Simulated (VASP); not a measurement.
**CdH2O2: single point with PBEsol**

Crystal: CdH2O2.

```xyz
5
Lattice="3.5155 0.0000 0.0000 -1.7578 3.0445 0.0000 0.0000 0.0000 4.6430" Properties=species:S:1:pos:R:3 pbc="T T T"
Cd    0.0000    0.0000    0.0000
H     1.7578    1.0148    2.5581
H     0.0000    2.0297    2.0849
O     1.7578    1.0148    3.5257
O     0.0000    2.0297    1.1172
```

- Program: VASP 6.6.1
- Task: single point
- Functional: PBEsol
- Potentials or basis: VASP PAW PBE potentials, release 64 (Cd, H, O)
- Cutoff: 520 eV
- k mesh: 7 × 7 × 5
- Occupations: fermi-dirac, width 0.02 eV
- Spin: no spin polarisation
- Dipole correction: no
- Further INCAR settings: ALGO = Normal; EDIFF = 1e-07; NBANDS = 21

```yaml
Pressure: 0.3 GPa
Largest_force: 0.713 eV/Å
Band_gap_on_the_k_mesh: 1.62 eV, indirect (least direct gap 1.95 eV)
```

Forces on the atoms (eV/Å):
```
Cd   0.000  0.000  0.000
H    0.000  0.000 -0.623
H    0.000  0.000  0.623
O    0.000  0.000  0.713
O    0.000  0.000 -0.713
```

Stress tensor (GPa, compression positive):
```
-0.89  0.00  0.00
 0.00 -0.89  0.00
 0.00  0.00  2.55
```

Levels at points of the mesh, in eV from the valence-band top:
| k point | band 10 | band 11 | band 12 | band 13 | band 14 | band 15 | band 16 | band 17 |
| --- | --- | --- | --- | --- | --- | --- | --- | --- |
| (0.00, 0.00, 0.00) | -1.04 | -1.04 | -0.33 | -0.33 | 1.62 | 6.13 | 9.99 | 12.82 |

It used 65 s of CPU time on 1 thread of AMD EPYC 7R13 Processor (Zen 3), on a shared host.

Caveat: the PAW data sets were made with another functional, which shifts forces and pressure a little. A k mesh can miss the band edges.
